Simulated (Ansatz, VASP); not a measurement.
## One calculation of MgS, two programs

INCAR

```
SYSTEM = MgS
  ALGO = Normal
  EDIFF = 1E-8
  ENCUT = 520
  GGA = PE
  ISIF = 2
  ISMEAR = -1
  LASPH = .True.
  LCHARG = .False.
  LEFG = .True.
  LREAL = .False.
  LWAVE = .False.
  NBANDS = 11
  NELM = 80
  PREC = Accurate
  SIGMA = 0.01
```

Contents of KPOINTS:

```
k-points
0
Gamma
  8 8 8
  0 0 0
```

Contents of POSCAR:

```
MgS
1.0
    0.0000000000      2.6016500000      2.6016500000
    2.6016500000      0.0000000000      2.6016500000
    2.6016500000      2.6016500000      0.0000000000
Mg S
1 1
Direct
    0.0000000000      0.0000000000      0.0000000000
    0.5000000000      0.5000000000      0.5000000000
```

Input for Ansatz:

```yaml
crystal:
  lattice:
    - [0.0, 2.60165, 2.60165]
    - [2.60165, 0.0, 2.60165]
    - [2.60165, 2.60165, 0.0]
  atoms:
    - { symbol: Mg, position: [0.0, 0.0, 0.0] }
    - { symbol: S, position: [0.5, 0.5, 0.5] }
kpoints:
  mp_grid: { grid: [8, 8, 8] }
  band_path:
    path:
      - [0.0, 0.0, 0.0]
      - [0.5, 0.0, 0.5]
      - [0.625, 0.25, 0.625]
      - [0.375, 0.375, 0.75]
      - [0.0, 0.0, 0.0]
      - [0.5, 0.5, 0.5]
      - [0.5, 0.25, 0.75]
      - [0.5, 0.0, 0.5]
    npoints: 8
scf:
  occupations: { method: fermi_dirac, width: 0.01 }
hamiltonian:
  xc: pbe
  pseudopotentials: { kind: all_electron, datasets: crystal }
output:
  forces: true
  stress: true
  eigenvalues: true
  efg: { contact_densities: true }
```

Alike in both runs: task electric field gradients; functional PBE; k mesh 8 × 8 × 8; occupations fermi-dirac, width 0.01 eV; no spin polarisation.

|  | VASP | Ansatz |
| --- | --- | --- |
| version | VASP 6.6.1 | Ansatz 0.2.0 |
| potentials or method | VASP PAW PBE potentials, release 64 (Mg, S), cutoff 520 eV | all-electron PAW with datasets made for the crystal, scalar-relativistic |

```csv
,VASP,Ansatz,Ansatz less VASP
gap on the k mesh at the Fermi level (eV),2.78,2.79,+0.011
pressure (GPa),0.9,1.2,+0.29
```

Ansatz ran all-electron here, and VASP with PAW potentials.
